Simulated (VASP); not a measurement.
**In3Ga4Sn9: single point with PBE**

The system is In3Ga4Sn9.

```
CELL_PARAMETERS angstrom
7.66572 0.38086 -0.17468
0.38086 7.48979 0.19405
-0.17468 0.19405 7.68614
ATOMIC_POSITIONS crystal
Sn 0.60610 0.16091 0.55464
Sn 0.56414 0.99655 0.15500
Sn 0.97976 0.53825 0.53531
Sn 0.40279 0.70039 0.36652
Sn 0.72207 0.33255 0.23790
Sn 0.73108 0.83238 0.80624
Sn 0.22096 0.80132 0.89598
Sn 0.97392 0.74480 0.16021
Sn 0.11947 0.12767 0.20400
Ga 0.97578 0.50418 0.90519
Ga 0.22927 0.21874 0.55926
Ga 0.30319 0.42775 0.15028
Ga 0.31804 0.13699 0.89201
In 0.38770 0.46580 0.74031
In 0.86612 0.18007 0.86702
In 0.04577 0.90450 0.51615
```

* Program: VASP 6.6.1
* Task: single point
* Functional: PBE
* Potentials or basis: VASP PAW PBE potentials, release 64 (Sn_d, Ga_d, In_d)
* Cutoff: 520 eV
* k mesh: 1 × 1 × 1, shifted
* Occupations: fermi-dirac, width 0.05 eV
* Spin: no spin polarisation

* Pressure: 2.3 GPa
* Largest force: 0.958 eV/Å

Forces on the atoms (eV/Å):
```
Sn   0.252 -0.583  0.350
Sn  -0.221 -0.601 -0.390
Sn  -0.072 -0.850  0.271
Sn  -0.166 -0.321 -0.322
Sn   0.157  0.661 -0.001
Sn  -0.351 -0.109 -0.263
Sn   0.388 -0.426 -0.032
Sn  -0.045  0.160  0.417
Sn  -0.215 -0.168  0.066
Ga   0.282  0.143 -0.312
Ga  -0.643 -0.095 -0.575
Ga   0.211  0.453 -0.102
Ga   0.159  0.016  0.415
In   0.000  0.935  0.210
In   0.227  0.084  0.068
In   0.037  0.701  0.200
```

Stress tensor (GPa, compression positive):
```
 0.23  0.81 -1.80
 0.81  6.31  0.22
-1.80  0.22  0.48
```

Levels at points of the mesh, in eV from the Fermi level:
```tsv
k point	band 105	band 106	band 107	band 108	band 109	band 110	band 111	band 112	band 113	band 114
(0.25, 0.25, 0.25)	-0.75	-0.52	-0.37	-0.10	-0.03	0.46	0.90	1.00	1.30	1.68
```

Run time: 110 s on 1 thread of Intel(R) Xeon(R) Platinum 8259CL CPU @ 2.50GHz (Skylake/Cascade Lake), on a shared host, peak memory 0.46 GiB.

Caveat: the k points lie up to 0.84 Å⁻¹ apart; spin-orbit coupling is left out, which moves the levels of the heavy elements.
